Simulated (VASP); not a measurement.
A run of VASP 6.6.1 is set up as follows.

The input POSCAR:

```
HfN
1.0
    0.0000000000      2.4871259940      2.4871259940
    2.4871259940      0.0000000000      2.4871259940
    2.4871259940      2.4871259940      0.0000000000
Hf N
1 1
Direct
    0.0000000000      0.0000000000      0.0000000000
    0.2500000000      0.2500000000      0.2500000000
```

Contents of INCAR.step1:

```
SYSTEM = HfN
PREC     = Accurate       ! precision mode
ENCUT    = 520            ! plane-wave cutoff, eV
ISMEAR   = -1             ! smearing method
SIGMA    = 0.05           ! smearing width, eV
LREAL    = .False.        ! projectors in reciprocal space
LASPH    = .True.         ! aspherical terms in the spheres
NELM     = 80             ! most SCF steps
NBANDS   = 14             ! bands
GGA      = PE             ! functional
ALGO     = Normal         ! electronic algorithm
EDIFF    = 1E-4           ! SCF threshold, eV
LWAVE    = .True.         ! write WAVECAR
LCHARG   = .False.        ! write CHGCAR
```

INCAR.step2

```
SYSTEM = HfN
PREC     = Accurate       ! precision mode
ENCUT    = 520            ! plane-wave cutoff, eV
EDIFF    = 1E-6           ! SCF threshold, eV
ISMEAR   = -1             ! smearing method
SIGMA    = 0.05           ! smearing width, eV
LREAL    = .False.        ! projectors in reciprocal space
LASPH    = .True.         ! aspherical terms in the spheres
NELM     = 80             ! most SCF steps
ALGO     = Normal         ! electronic algorithm
ISIF     = 2              ! what is computed and relaxed
LWAVE    = .False.        ! write WAVECAR
LCHARG   = .True.         ! write CHGCAR
METAGGA  = R2SCAN         ! meta-GGA
LMIXTAU  = .True.       
LELF     = .True.         ! ELF
LVHAR    = .True.       
NBANDS   = 14             ! bands
ISTART   = 1
```

Contents of KPOINTS:

```
regular mesh
0
Gamma
  9 9 9
  0 0 0
```

Potentials or basis: VASP PAW PBE potentials, release 64 (Hf_pv, N).

The run is started by

```sh
$ cat potpaw_PBE.64/Hf_pv/POTCAR potpaw_PBE.64/N/POTCAR > POTCAR
$ cp INCAR.step1 INCAR
$ mpirun -np 1 vasp_std > vasp.out
$ cp INCAR.step2 INCAR
$ mpirun -np 1 vasp_std > vasp.out
```

Problem. What does it give for the pressure?

Solution. -10.6 GPa.

Caveat: the PAW data sets were made with another functional, which shifts forces and pressure a little.
